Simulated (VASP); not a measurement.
Input of a VASP 6.6.1 run:

INCAR

```
PREC = Accurate ; ENCUT = 520
EDIFF = 1E-7 ; ISMEAR = 0
SIGMA = 0.1 ; LREAL = F
LASPH = T ; NELM = 100
ALGO = Normal ; ISIF = 2
LWAVE = F ; LCHARG = T
GGA = PS ; LELF = T
LVHAR = T ; NBANDS = 14
```

File KPOINTS:

```
regular mesh
0
Gamma
  18 18 18
```

File POSCAR:

```
TiH2
1.0
   -1.5880572601      1.5880572601      2.0697219990
    1.5880572601     -1.5880572601      2.0697219990
    1.5880572601      1.5880572601     -2.0697219990
Ti H
1 2
Direct
    0.0000000000      0.0000000000      0.0000000000
    0.7500000000      0.2500000000      0.5000000000
    0.2500000000      0.7500000000      0.5000000000
```

Potentials or basis: VASP PAW PBE potentials, release 64 (Ti_sv, H).

Launch:

```sh
$ cat potpaw_PBE.64/Ti_sv/POTCAR potpaw_PBE.64/H/POTCAR > POTCAR
$ mpirun -np 1 vasp_std > vasp.out
```

**Question.** Predict the band gap on the k mesh.

**Answer.** Zero (band 7 reaches 8.36 eV, above the bottom of band 8 at 7.66 eV).

**Question.** What does it give for the pressure?

**Answer.** 0.0 GPa.

Caveat: the PAW data sets were made with another functional, which shifts forces and pressure a little.
